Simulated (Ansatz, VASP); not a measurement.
## Ga2TeS5: VASP beside Ansatz

```
Ga Te S
1.0
     2.16644    1.25080   10.63297
    -2.16644    1.25080   10.63297
     0.00000   -2.50159   10.63297
Ga Te S
2 1 5
Direct
  0.79557 0.79557 0.79557
  0.20443 0.20443 0.20443
  0.00000 0.00000 0.00000
  0.37363 0.37363 0.37363
  0.87526 0.87526 0.87526
  0.12474 0.12474 0.12474
  0.62637 0.62637 0.62637
  0.50000 0.50000 0.50000
```

Change from the starting cell: species swapped into the Tb2Mg5Ag type (R-3m, No. 166).

Alike in both runs: functional PBE; k mesh 3 × 3 × 3; occupations gaussian, width 0.15 eV; no spin polarisation.

Ansatz relaxed the structure, and its values are those at the end. VASP's run is a single point on that final structure, the one shown.

|  | VASP | Ansatz |
| --- | --- | --- |
| version | VASP 6.6.1 | Ansatz 0.2.0 |
| potentials or method | VASP PAW PBE potentials, release 64 (Ga_d, Te, S), cutoff 520 eV | scalar-relativistic, plane waves, PAW |
| valence electrons in the cell | 62 | 72 |

```tsv
	VASP	Ansatz	Ansatz less VASP
gap on the k mesh at the Fermi level (eV)	none	none	-
pressure (GPa)	0.2	0.2	+0.05
rms of the force components (eV/Å)	0.008	0.008	-0.0004
```

A gap of «none» marks a metal or a gap that the smearing closes. The functional is the same, so the differences come from potentials, cutoffs and numerics. VASP's potentials hold 62 valence electrons a cell and Ansatz's 72, so a difference there can come from the potentials and not from the codes.

The k mesh is coarse, so the values compare programs but aren't converged. Spin-orbit coupling is off throughout.
